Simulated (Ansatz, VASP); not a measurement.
## Two plane-wave programs on SiC

```
Si C
1.0
     2.87696    0.00000    0.00000
    -1.43848    2.49152    0.00000
     0.00000    0.00000    5.07488
Si C
2 2
Cartesian
  0.0000 1.6610 3.8062
  1.4385 0.8305 1.2687
  0.0000 0.0000 0.0000
  0.0000 0.0000 2.5374
```

Alike in both runs: functional PBE; k mesh 18 × 18 × 10; occupations gaussian, width 0.1 eV; no spin polarisation.

Ansatz relaxed the structure, and its values are those at the end. VASP's run is a single point on that final structure, the one shown.

|  | VASP | Ansatz |
| --- | --- | --- |
| version | VASP 6.6.1 | Ansatz 0.2.0 |
| potentials or method | VASP PAW PBE potentials, release 64 (Si, C), cutoff 520 eV | scalar-relativistic, plane waves, PAW |
| valence electrons in the cell | 16 | 16 |

|  | VASP | Ansatz | Ansatz less VASP |
| --- | --- | --- | --- |
| gap on the k mesh at the Fermi level (eV) | none | none | - |
| pressure (GPa) | 0.2 | 0.0 | -0.15 |

A gap of «none» marks a metal or a gap that the smearing closes. The functional is the same, so the differences come from potentials, cutoffs and numerics.
